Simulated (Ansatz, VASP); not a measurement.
Al3GaN4: VASP beside Ansatz

File POSCAR:

```
Al3GaN4
1.0
    0.0000000000     -4.4012372922      0.0000000000
    0.0000000000      0.0000000000     -4.4012372922
   11.8024745843      0.0000000000      0.0000000000
Al Ga N
6 2 8
Direct
    0.5000000000      1.0000000000      0.7002466583
    0.5000000000      1.0000000000      0.3273386498
    1.0000000000      0.5000000000      0.7002466583
    1.0000000000      0.5000000000      0.3273386498
    0.5000000000      0.5000000000      0.1408846456
    0.5000000000      0.5000000000      0.5137926541
    1.0000000000      1.0000000000      0.1408846456
    1.0000000000      1.0000000000      0.5137926541
    0.2555418398      0.7444581602      0.0455910470
    0.2555418398      0.7444581602      0.4184990555
    0.7444581602      0.2555418398      0.0455910470
    0.7444581602      0.2555418398      0.4184990555
    0.2555418398      0.2555418398      0.6090862526
    0.2555418398      0.2555418398      0.2361782442
    0.7444581602      0.7444581602      0.6090862526
    0.7444581602      0.7444581602      0.2361782442
```

INCAR.step1

```
SYSTEM = Al3GaN4
PREC = Accurate
ENCUT = 520
ISMEAR = 0
SIGMA = 0.05
LREAL = Auto
LASPH = .TRUE.
NELM = 100
NBANDS = 56
GGA = PE
ALGO = Normal
EDIFF = 1E-4
LWAVE = .TRUE.
LCHARG = .FALSE.
```

The input INCAR.step2:

```
SYSTEM = Al3GaN4
PREC = Accurate
ENCUT = 520
EDIFF = 1E-6
ISMEAR = 0
SIGMA = 0.05
LREAL = Auto
LASPH = .TRUE.
NELM = 100
ALGO = Normal
ISIF = 2
LWAVE = .FALSE.
LCHARG = .TRUE.
METAGGA = R2SCAN
LMIXTAU = .TRUE.
LELF = .TRUE.
LVHAR = .TRUE.
NBANDS = 56
ISTART = 1
```

Contents of KPOINTS:

```
Automatic mesh
0
G
  5 5 3
  0 0 0
```

Input for Ansatz:

```yaml
crystal:
  lattice:
    - [0.0, -4.4012372922, 0.0]
    - [0.0, 0.0, -4.4012372922]
    - [11.8024745843, 0.0, 0.0]
  atoms:
    - { symbol: Al, position: [0.5, 1.0, 0.7002466583] }
    - { symbol: Al, position: [0.5, 1.0, 0.3273386498] }
    - { symbol: Al, position: [1.0, 0.5, 0.7002466583] }
    - { symbol: Al, position: [1.0, 0.5, 0.3273386498] }
    - { symbol: Al, position: [0.5, 0.5, 0.1408846456] }
    - { symbol: Al, position: [0.5, 0.5, 0.5137926541] }
    - { symbol: Ga, position: [1.0, 1.0, 0.1408846456] }
    - { symbol: Ga, position: [1.0, 1.0, 0.5137926541] }
    - { symbol: "N", position: [0.2555418398, 0.7444581602, 0.045591047] }
    - { symbol: "N", position: [0.2555418398, 0.7444581602, 0.4184990555] }
    - { symbol: "N", position: [0.7444581602, 0.2555418398, 0.045591047] }
    - { symbol: "N", position: [0.7444581602, 0.2555418398, 0.4184990555] }
    - { symbol: "N", position: [0.2555418398, 0.2555418398, 0.6090862526] }
    - { symbol: "N", position: [0.2555418398, 0.2555418398, 0.2361782442] }
    - { symbol: "N", position: [0.7444581602, 0.7444581602, 0.6090862526] }
    - { symbol: "N", position: [0.7444581602, 0.7444581602, 0.2361782442] }
basis:
  ecutwfc: 500
kpoints:
  mp_grid: { grid: [5, 5, 3] }
hamiltonian:
  xc: r2scan
scf:
  occupations: { method: gaussian, width: 0.05 }
output:
  forces: true
  stress: true
  eigenvalues: true
  write_density: true
  write_potential: true
  elf: true
  volumetric_format: npy
```

Alike in both runs: task single point; functional r2SCAN; k mesh 5 × 5 × 3; occupations gaussian, width 0.05 eV; no spin polarisation.

|  | VASP | Ansatz |
| --- | --- | --- |
| version | VASP 6.6.1 | Ansatz 0.2.0 |
| potentials or method | VASP PAW PBE potentials, release 64 (Al, Ga_d, N), cutoff 520 eV | scalar-relativistic, plane waves, PAW |
| valence electrons in the cell | 84 | 84 |

|  | VASP | Ansatz | Ansatz less VASP |
| --- | --- | --- | --- |
| gap on the k mesh at the Fermi level (eV) | none | none | - |
| pressure (GPa) | -1.8 | -1.8 | -0.01 |
| traceless stress, the component that is largest in VASP (GPa) | -1.25 | -1.18 | +0.073 |
| rms of the force components (eV/Å) | 0.602 | 0.604 | +0.0028 |

VASP's potentials were made for PBE, not for r2SCAN. Atom by atom the forces differ by 0.030 eV/Å (rms over components). A gap of «none» marks a metal or a gap that the smearing closes. With one functional, cell and mesh, what is left measures potentials, basis and numerics.
